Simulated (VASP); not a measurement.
RbCl2: single point with PBE

Crystal: RbCl2.

```
Rb Cl
1.0
     5.23626    0.00000    0.00000
    -2.61813    4.53473    0.00000
     0.00000    0.00000    9.35271
Rb Cl
2 4
Direct
  0.33333 0.66667 0.42925
  0.66667 0.33333 0.92925
  0.33333 0.66667 0.08670
  0.66667 0.33333 0.58670
  0.00000 0.00000 0.10905
  0.00000 0.00000 0.60905
```

- Program: VASP 6.6.1
- Task: single point
- Functional: PBE
- Potentials or basis: VASP PAW PBE potentials, release 64 (Rb_sv, Cl)
- Cutoff: 520 eV
- k mesh: 6 × 6 × 2
- Occupations: gaussian, width 0.1 eV
- Spin: no spin polarisation
- Dipole correction: no
- Further INCAR settings: ALGO = Normal; EDIFF = 1e-07; NBANDS = 32

The pressure is 0.2 GPa, the largest force is 0.015 eV/Å and the band gap on the k mesh is zero (band 23 reaches -1.00 eV, above the bottom of band 24 at -1.71 eV).

Forces on the atoms (eV/Å):
```
Rb   0.000  0.000  0.015
Rb   0.000  0.000  0.015
Cl   0.000  0.000 -0.007
Cl   0.000  0.000 -0.007
Cl   0.000  0.000 -0.009
Cl   0.000  0.000 -0.009
```

Stress tensor (GPa, compression positive):
```
0.31 0.00 0.00
0.00 0.31 0.00
0.00 0.00 0.06
```

Levels at points of the mesh, in eV from the Fermi level:
```tsv
k point	band 22	band 23	band 24	band 25	band 26	band 27
(0.00, 0.00, 0.00)	-0.43	-0.40	-0.40	4.47	6.45	7.64
(0.50, 0.00, 0.00)	-0.60	0.04	0.05	6.25	6.25	6.55
(0.00, 0.00, 0.50)	-0.41	-0.41	-0.41	5.35	5.35	7.82
(0.50, 0.00, 0.50)	-0.62	0.05	0.05	6.42	6.42	7.02
```

Run time: 110 s on 1 thread of Intel(R) Xeon(R) Platinum 8259CL CPU @ 2.50GHz (Skylake/Cascade Lake) (shared host), peak memory 0.35 GiB.
